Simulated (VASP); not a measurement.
# WSe2 in VASP: notebook, part 2 of 2

VASP 6.6.1.

## (4) Single point, PBE+D3(BJ)

File INCAR:

```
SYSTEM = WSe2
ALGO     = Normal         ! electronic algorithm
DIPOL    = 0.5 0.5 0.500
EDIFF    = 1E-7           ! SCF threshold, eV
ENCUT    = 520            ! plane-wave cutoff, eV
GGA      = PE             ! functional
IDIPOL   = 3            
ISIF     = 2              ! what is computed and relaxed
ISMEAR   = 0              ! smearing method
IVDW     = 12             ! dispersion correction
LASPH    = .TRUE.         ! aspherical terms in the spheres
LCHARG   = .TRUE.         ! write CHGCAR
LDIPOL   = .TRUE.       
LELF     = .TRUE.         ! ELF
LREAL    = .FALSE.        ! projectors in reciprocal space
LVACPOTAV= .TRUE.       
LVHAR    = .TRUE.       
LWAVE    = .FALSE.        ! write WAVECAR
NBANDS   = 20             ! bands
NELM     = 80             ! most SCF steps
PREC     = Accurate       ! precision mode
SIGMA    = 0.02           ! smearing width, eV
```

File KPOINTS:

```
k-points
0
G
  9 9 1
  0 0 0
```

File POSCAR:

```
WSe2
1.0
    3.2850000000      0.0000000000      0.0000000000
   -1.6425000000      2.8448934514      0.0000000000
    0.0000000000      0.0000000000     32.7373831004
Se W
2 1
Direct
    0.3333333333      0.6666666667      0.4485450625
    0.3333333333      0.6666666667      0.5514549375
    0.6666666667      0.3333333333      0.5000000000
```

Potentials or basis: VASP PAW PBE potentials, release 64 (Se, W_sv).

The run is started by

```bash
$ cat potpaw_PBE.64/Se/POTCAR potpaw_PBE.64/W_sv/POTCAR > POTCAR
$ mpirun -np 1 vasp_std > vasp.out
```

OUTCAR:

```text
SYSTEM = WSe2
   EDIFF = 1E-7
   ENCUT = 520
   GGA = PE
   ISIF = 2
   ISMEAR = 0
   IVDW = 12
   LASPH = .TRUE.
   LREAL = .FALSE.
   NELM = 80
   PREC = Accurate
 IVDW          = 12

 ion  position               nearest neighbor table
   1  0.333  0.667  0.449-   3 2.54   3 2.54   3 2.54
   2  0.333  0.667  0.551-   3 2.54   3 2.54   3 2.54
   3  0.667  0.333  0.500-   1 2.54   2 2.54   1 2.54   2 2.54   1 2.54   2 2.54

  LATTYP: Found a hexagonal cell.
 ALAT       =     3.2850000000
 C/A-ratio  =     9.9657178388

  Lattice vectors:

 A1 = (   3.2850000000,   0.0000000000,   0.0000000000)
 A2 = (  -1.6425000000,   2.8448934514,   0.0000000000)
 A3 = (   0.0000000000,   0.0000000000,  32.7373831004)

Analysis of symmetry for initial positions (statically):
=====================================================================
 Subroutine PRICEL returns:
 Original cell was already a primitive cell.

 Routine SETGRP: Setting up the symmetry group for a
 hexagonal supercell.

 Subroutine GETGRP returns: Found 12 space group operations
 (whereof 12 operations were pure point group operations)
 out of a pool of 24 trial point group operations.

The static configuration has the point symmetry D_3h.

Analysis of symmetry for dynamics (positions and initial velocities):
=====================================================================
 Subroutine PRICEL returns:
 Original cell was already a primitive cell.

 Routine SETGRP: Setting up the symmetry group for a
 hexagonal supercell.

 Subroutine GETGRP returns: Found 12 space group operations
 (whereof 12 operations were pure point group operations)
 out of a pool of 24 trial point group operations.

The dynamic configuration has the point symmetry D_3h.

 Subroutine INISYM returns: Found 12 space group operations
 (whereof 12 operations are pure point group operations),
 and found     1 'primitive' translations

[... 107 lines left out ...]
   LORBIT       =      0    0 simple, 1 ext, 2 COOP (PROOUT), +10 PAW based schemes
   GGA     = PE    functional components
   LHFCALC =     F    Hartree Fock is set to
   AEXX    =    0.0000 exact exchange contribution
   IVDW    =    12    specifies the selected vdW correction
   LEPSILON=     F    determine dielectric tensor
   LRPA    =     F    only Hartree local field effects (RPA)
 non-spin polarized calculation
 Gauss-broadening in eV      SIGMA  =   0.02
  energy-cutoff  :      520.00
  volume of cell :      305.95
 maximum number of plane-waves:      8298
   NGX = 13   NGY = 13   NGZ =121

 dipolmoment           0.000000      0.000000      0.000000 electrons x Angstroem

 number of electron      25.9999996 magnetization

 dipolmoment           0.000000      0.000000     -0.000000 electrons x Angstroem

 Free energy of the ion-electron system (eV)
  ---------------------------------------------------
  ext. energy  EPLUGINS =         0.00000000
  ---------------------------------------------------
  free energy    TOTEN  =       -21.61095620 eV

  energy without entropy =      -21.61095620  energy(sigma->0) =      -21.61095620

 E-fermi :  -2.7518     XC(G=0):  -2.4769

 val. band max:       -2.8688307738   @ k =   0.3333   0.3333   0.0000
 cond. band min:      -1.1982561316   @ k =   0.3333   0.3333   0.0000
 fundamental gap:      1.6705746423
 Fermi energy:        -2.7517955942

 k-point     1 :       0.0000    0.0000    0.0000
  band No.  band energies     occupation
      1     -76.9075      2.00000
      2     -41.1531      2.00000
      3     -41.0191      2.00000
      4     -41.0191      2.00000
      5     -17.6807      2.00000
      6     -16.4371      2.00000
[... 265 lines left out ...]
     19       3.6108      0.00000
     20       5.7710      0.00000

------------------------ aborting loop because EDIFF is reached ----------------------------------------

 vacuum level on the upper side and lower side of the slab       (xc-potential included)        -0.085        -0.085

 Edisp (eV)   -1.01200

 E8    (eV) :    -0.4808

  FORCE on cell =-STRESS in cart. coord.  units (eV):
  Direction    XX          YY          ZZ          XY          YZ          ZX
  --------------------------------------------------------------------------------------
  -------------------------------------------------------------------------------------
  Total       0.12173     0.12173     0.16967     0.00000     0.00000     0.00000
  in kB       0.63750     0.63750     0.88852     0.00000     0.00000     0.00000
  external pressure =        0.72 kB  Pullay stress =        0.00 kB

 VOLUME and BASIS-vectors are now :
 -----------------------------------------------------------------------------
  energy-cutoff  :      520.00
  volume of cell :      305.95
      direct lattice vectors                 reciprocal lattice vectors
     3.285000000  0.000000000  0.000000000     0.304414003  0.175753507  0.000000000
    -1.642500000  2.844893451  0.000000000     0.000000000  0.351507013  0.000000000
     0.000000000  0.000000000 32.737383100     0.000000000  0.000000000  0.030546119

 POSITION                                       TOTAL-FORCE (eV/Angst)
 -----------------------------------------------------------------------------------
     -0.00000      1.89660     14.68419         0.000000      0.000000     -0.053902
     -0.00000      1.89660     18.05319         0.000000      0.000000      0.053902
      1.64250      0.94830     16.36869        -0.000000     -0.000000      0.000000
 -----------------------------------------------------------------------------------
    total drift:                               -0.000000      0.000000      0.000000

  FREE ENERGIE OF THE ION-ELECTRON SYSTEM (eV)
  ---------------------------------------------------
  free  energy   TOTEN  =       -22.6229563954 eV

  energy  without entropy=      -22.6229563954  energy(sigma->0) =      -22.62295640

 vacuum level on the upper side and lower side of the slab         2.192         2.192
```

Run time: 3.8 min. Hardware: 1 thread of Intel Xeon 8259CL, shared host; peak memory 0.42 GiB.

Results:

| Item | Value |
| --- | --- |
| Free energy | -22.6230 eV |
| Largest force | 0.054 eV/Å |
| Band gap on the k mesh | 1.67 eV |
| Dispersion energy per atom | -0.337 eV |
| Ionisation potential of the upper face | 5.06 eV |

Forces in eV/Å, atoms in the order of the input:
```
Se   0.000  0.000 -0.054
Se   0.000  0.000  0.054
W    0.000  0.000  0.000
```

Levels at points of the mesh, in eV from the valence-band top:
```
           k point  band 10  band 11  band 12  band 13  band 14  band 15  band 16  band 17
(0.00, 0.00, 0.00)    -2.26    -1.17    -1.17    -0.42     2.99     2.99     3.15     3.15
```

Caveat: spin-orbit coupling is left out, which moves the levels of the heavy elements.

## (5) Single point, PBE+D3(BJ)

File INCAR:

```
PREC = Accurate ; ENCUT = 520
EDIFF = 1E-6 ; ISMEAR = 0
SIGMA = 0.02 ; LREAL = False
LASPH = True ; NELM = 60
ALGO = Normal ; ISIF = 2
LWAVE = False ; LCHARG = False
LDIPOL = True ; IDIPOL = 3
DIPOL = 0.5 0.5 0.500 ; GGA = PE
IVDW = 12 ; NBANDS = 20
```

File KPOINTS:

```
regular mesh
0
Gamma
  9 9 1
```

File POSCAR:

```
WSe2
1.0
    3.2850000000      0.0000000000      0.0000000000
   -1.6425000000      2.8448934514      0.0000000000
    0.0000000000      0.0000000000     32.7373831004
Se W
2 1
Direct
    0.3333333333      0.6666666667      0.4467581146
    0.3333333333      0.6666666667      0.5532418854
    0.6666666667      0.3333333333      0.5000000000
```

Potentials or basis: VASP PAW PBE potentials, release 64 (Se, W_sv).

The run is started by

```bash
$ cat potpaw_PBE.64/Se/POTCAR potpaw_PBE.64/W_sv/POTCAR > POTCAR
$ mpirun -np 1 vasp_std > vasp.out
```

OUTCAR:

```text
PREC = Accurate
   ENCUT = 520
   EDIFF = 1E-6
   ISMEAR = 0
   LREAL = False
   LASPH = True
   NELM = 60
   ISIF = 2
   GGA = PE
   IVDW = 12
 IVDW          = 12

 ion  position               nearest neighbor table
   1  0.333  0.667  0.447-   3 2.58   3 2.58   3 2.58
   2  0.333  0.667  0.553-   3 2.58   3 2.58   3 2.58
   3  0.667  0.333  0.500-   1 2.58   2 2.58   1 2.58   2 2.58   1 2.58   2 2.58

  LATTYP: Found a hexagonal cell.
 ALAT       =     3.2850000000
 C/A-ratio  =     9.9657178388

  Lattice vectors:

 A1 = (   3.2850000000,   0.0000000000,   0.0000000000)
 A2 = (  -1.6425000000,   2.8448934514,   0.0000000000)
 A3 = (   0.0000000000,   0.0000000000,  32.7373831004)

Analysis of symmetry for initial positions (statically):
=====================================================================
 Subroutine PRICEL returns:
 Original cell was already a primitive cell.

 Routine SETGRP: Setting up the symmetry group for a
 hexagonal supercell.

 Subroutine GETGRP returns: Found 12 space group operations
 (whereof 12 operations were pure point group operations)
 out of a pool of 24 trial point group operations.

The static configuration has the point symmetry D_3h.

[... 157 lines left out ...]
 fundamental gap:      1.5318121475
 Fermi energy:        -2.5144475981

 k-point     1 :       0.0000    0.0000    0.0000
  band No.  band energies     occupation
      1     -76.9245      2.00000
      2     -41.1496      2.00000
      3     -40.9998      2.00000
      4     -40.9998      2.00000
      5     -17.4503      2.00000
      6     -16.3824      2.00000
[... 265 lines left out ...]
     19       3.6410      0.00000
     20       5.6998      0.00000

------------------------ aborting loop because EDIFF is reached ----------------------------------------

 vacuum level on the upper side and lower side of the slab       (xc-potential included)        -0.050        -0.050

 Edisp (eV)   -0.99886

 E8    (eV) :    -0.4743

  FORCE on cell =-STRESS in cart. coord.  units (eV):
  Direction    XX          YY          ZZ          XY          YZ          ZX
  --------------------------------------------------------------------------------------
  -------------------------------------------------------------------------------------
  Total      -1.03744    -1.03744    -3.12795     0.00000    -0.00000     0.00000
  in kB      -5.43283    -5.43283   -16.38041     0.00000    -0.00000     0.00000
  external pressure =       -9.08 kB  Pullay stress =        0.00 kB

 VOLUME and BASIS-vectors are now :
 -----------------------------------------------------------------------------
  energy-cutoff  :      520.00
  volume of cell :      305.95
      direct lattice vectors                 reciprocal lattice vectors
     3.285000000  0.000000000  0.000000000     0.304414003  0.175753507  0.000000000
    -1.642500000  2.844893451  0.000000000     0.000000000  0.351507013  0.000000000
     0.000000000  0.000000000 32.737383100     0.000000000  0.000000000  0.030546119

 POSITION                                       TOTAL-FORCE (eV/Angst)
 -----------------------------------------------------------------------------------
     -0.00000      1.89660     14.62569         0.000000      0.000000      0.894017
     -0.00000      1.89660     18.11169         0.000000      0.000000     -0.894017
      1.64250      0.94830     16.36869        -0.000000     -0.000000      0.000000
 -----------------------------------------------------------------------------------
    total drift:                               -0.000000      0.000000      0.000000

  FREE ENERGIE OF THE ION-ELECTRON SYSTEM (eV)
  ---------------------------------------------------
  free  energy   TOTEN  =       -22.5722543752 eV

  energy  without entropy=      -22.5722543752  energy(sigma->0) =      -22.57225438

 vacuum level on the upper side and lower side of the slab         2.175         2.175
```

OSZICAR:

```text
N       E                     dE             d eps       ncg     rms          rms(c)
DAV:   1     0.172914527604E+03    0.17291E+03   -0.12256E+04   600   0.950E+02
DAV:   2    -0.441562930483E+01   -0.17733E+03   -0.17200E+03   668   0.200E+02
DAV:   3    -0.223787773843E+02   -0.17963E+02   -0.17897E+02   672   0.641E+01
[... 14 lines left out ...]
DAV:  18    -0.215733799616E+02   -0.18396E-04   -0.56902E-07   508   0.246E-03    0.895E-04
DAV:  19    -0.215733912802E+02   -0.11319E-04   -0.34255E-07   468   0.163E-03    0.763E-04
DAV:  20    -0.215733935553E+02   -0.22752E-05   -0.41187E-08   420   0.622E-04    0.240E-04
DAV:  21    -0.215733952412E+02   -0.16859E-05   -0.49143E-08   376   0.436E-04    0.118E-04
DAV:  22    -0.215733954758E+02   -0.23461E-06   -0.35276E-09   344   0.162E-04
   1 F= -.22572254E+02 E0= -.22572254E+02  d E =-.297194E-90
```

stdout:

```text
POSCAR found type information on POSCAR SeW
 POSCAR found :  2 types and       3 ions
 scaLAPACK will be used
 LDA part: xc-table for (Slater+PW92), standard interpolation
 POSCAR, INCAR and KPOINTS ok, starting setup
 FFT: planning ... GRIDC
 FFT: planning ... GRID_SOFT
 FFT: planning ... GRID
 WAVECAR not read
 entering main loop
```

Run time: 3.3 min. Hardware: 1 thread of Intel Xeon 8259CL, shared host; peak memory 0.42 GiB.

Results:

```
Free energy                : -22.5723 eV
Largest force              : 0.894 eV/Å
Band gap on the k mesh     : 1.53 eV (least direct gap 1.78 eV)
Dispersion energy per atom : -0.333 eV
```

Forces on the atoms (eV/Å):
```
Se   0.000  0.000  0.894
Se   0.000  0.000 -0.894
W    0.000  0.000  0.000
```

Caveat: spin-orbit coupling is left out, which moves the levels of the heavy elements.

## (6) Single point, PBE+D3(BJ)

File INCAR:

```
ALGO = Normal
DIPOL = 0.5 0.5 0.500
EDIFF = 1E-6
ENCUT = 520
GGA = PE
IDIPOL = 3
ISIF = 2
ISMEAR = 0
IVDW = 12
LASPH = T
LCHARG = T
LDIPOL = T
LELF = T
LREAL = F
LVACPOTAV = T
LVHAR = T
LWAVE = F
NBANDS = 20
NELM = 100
PREC = Accurate
SIGMA = 0.02
```

File KPOINTS:

```
k-points
0
Gamma
  9 9 1
```

File POSCAR:

```
WSe2
1.0
    3.2850000000      0.0000000000      0.0000000000
   -1.6425000000      2.8448934514      0.0000000000
    0.0000000000      0.0000000000     32.7373831004
Se W
2 1
Direct
    0.3333333333      0.6666666667      0.4485450625
    0.3333333333      0.6666666667      0.5514549375
    0.6666666667      0.3333333333      0.5000000000
```

Potentials or basis: VASP PAW PBE potentials, release 64 (Se, W_sv).

The run is started by

```bash
$ cat potpaw_PBE.64/Se/POTCAR potpaw_PBE.64/W_sv/POTCAR > POTCAR
$ mpirun -np 1 vasp_std > vasp.out
```

It took 3.1 min on 1 thread of Intel Xeon 8259CL, shared host; peak memory 0.42 GiB.

Results (log left out):

```
Free energy                            : -22.6230 eV
Largest force                          : 0.054 eV/Å
Band gap on the k mesh                 : 1.67 eV
Dispersion energy per atom             : -0.337 eV
Ionisation potential of the upper face : 5.06 eV
```

Forces on the atoms (eV/Å):
```
Se   0.000  0.000 -0.054
Se   0.000  0.000  0.054
W    0.000  0.000  0.000
```

Levels at points of the mesh, in eV from the valence-band top:
| k point | band 10 | band 11 | band 12 | band 13 | band 14 | band 15 | band 16 | band 17 |
| --- | --- | --- | --- | --- | --- | --- | --- | --- |
| (0.00, 0.00, 0.00) | -2.26 | -1.17 | -1.17 | -0.42 | 2.99 | 2.99 | 3.15 | 3.15 |

Caveat: spin-orbit coupling is left out, which moves the levels of the heavy elements.

## (7) Overview

```csv
cell,gap on the mesh (eV),largest force (eV/Å)
"as given, atomic positions A",1.44,1.32
"as given, atomic positions B",1.54,1.15
"as given, atomic positions C",1.67,0.05
"as given, atomic positions D",1.53,0.89
```

Alike in all rows: task single point; level PBE+D3(BJ); potentials or basis VASP PAW PBE potentials, release 64 (Se, W_sv); no spin polarisation; k mesh 9 × 9 × 1; cutoff (eV) 520; smearing gaussian 0.02 eV.

Caveats: spin-orbit coupling is left out, which moves the levels of the heavy elements.

Total energies depend on the potentials used, so only differences within one code and one set of settings carry meaning.
